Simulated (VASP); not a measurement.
A run of VASP 6.6.1:

File INCAR:

```
PREC = Accurate
ENCUT = 520
EDIFF = 1E-6
ISMEAR = -1
SIGMA = 0.1
LREAL = F
LASPH = T
NELM = 150
ALGO = Normal
ISIF = 2
LWAVE = F
LCHARG = F
ISPIN = 2
MAGMOM = 0 2 2 2
LORBIT = 11
LMAXMIX = 4
GGA = PS
NBANDS = 28
```

KPOINTS

```
regular mesh
0
Gamma
  6 6 6
```

File POSCAR:

```
AlNi3
1.0
    3.5230550000      0.0000000000      0.0000000000
    0.0000000000      3.5230550000      0.0000000000
    0.0000000000      0.0000000000      3.5230550000
Al Ni
1 3
Direct
    0.0000000000      0.0000000000      0.0000000000
    0.0000000000      0.5000000000      0.5000000000
    0.5000000000      0.0000000000      0.5000000000
    0.5000000000      0.5000000000      0.0000000000
```

Potentials or basis: VASP PAW PBE potentials, release 64 (Al, Ni).

The run is started by

```sh
$ cat potpaw_PBE.64/Al/POTCAR potpaw_PBE.64/Ni/POTCAR > POTCAR
$ mpirun -np 1 vasp_std > vasp.out
```

Hardware: 1 thread of Intel Xeon 6975P-C, on a shared host.

Q: How long does it take, and how much memory?

A: Run time: 65 s on 1 thread of Intel Xeon 6975P-C, with other jobs on the host, peak memory 0.19 GiB. Counts: scf iterations 21, k points 20.
